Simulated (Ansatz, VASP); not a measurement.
ScGa3: VASP beside Ansatz

The input INCAR:

```
PREC = Accurate
ENCUT = 520
EDIFF = 1E-8
ISMEAR = -1
SIGMA = 0.05
LREAL = F
LASPH = T
NELM = 80
ALGO = Normal
ISIF = 2
LWAVE = F
LCHARG = F
LEFG = T
NBANDS = 33
```

File KPOINTS:

```
Automatic mesh
0
Gamma
  9 9 9
```

The input POSCAR:

```
ScGa3
1.0
    4.1221199956      0.0000000000      0.0000000000
    0.0000000000      4.1221199956      0.0000000000
    0.0000000000      0.0000000000      4.1221199956
Sc Ga
1 3
Direct
    0.0000000000      0.0000000000      0.0000000000
    0.0000000000      0.5000000000      0.5000000000
    0.5000000000      0.0000000000      0.5000000000
    0.5000000000      0.5000000000      0.0000000000
```

Input for Ansatz:

```yaml
crystal:
  lattice:
    - [4.1221199956, 0.0, 0.0]
    - [0.0, 4.1221199956, 0.0]
    - [0.0, 0.0, 4.1221199956]
  atoms:
    - { symbol: Sc, position: [0.0, 0.0, 0.0] }
    - { symbol: Ga, position: [0.0, 0.5, 0.5] }
    - { symbol: Ga, position: [0.5, 0.0, 0.5] }
    - { symbol: Ga, position: [0.5, 0.5, 0.0] }
kpoints:
  mp_grid: { grid: [9, 9, 9] }
scf:
  occupations: { method: fermi_dirac, width: 0.05 }
hamiltonian:
  xc: lda
  pseudopotentials: { kind: all_electron, datasets: crystal }
output:
  forces: true
  stress: true
  eigenvalues: true
  efg: { contact_densities: true }
```

Change from the starting cell: volume scaled by 1.02, crystal datasets.

Alike in both runs: task electric field gradients; functional LDA; k mesh 9 × 9 × 9; occupations fermi-dirac, width 0.05 eV; no spin polarisation.

|  | VASP | Ansatz |
| --- | --- | --- |
| version | VASP 6.6.1 | Ansatz 0.2.0 |
| potentials or method | VASP PAW LDA potentials, release 64 (Sc_sv, Ga_d), cutoff 520 eV | all-electron PAW with datasets made for the crystal, scalar-relativistic |

|  | VASP | Ansatz | Ansatz less VASP |
| --- | --- | --- | --- |
| pressure (GPa) | -6.5 | -6.7 | -0.17 |
| size of Vzz on the site where it differs most (V/Å²) | 62.1 | 64.7 | +2.55 |

LDA's correlation is that of Perdew and Zunger in VASP and of Perdew and Wang (1992) in Ansatz. Ansatz ran all-electron here, and VASP with PAW potentials.
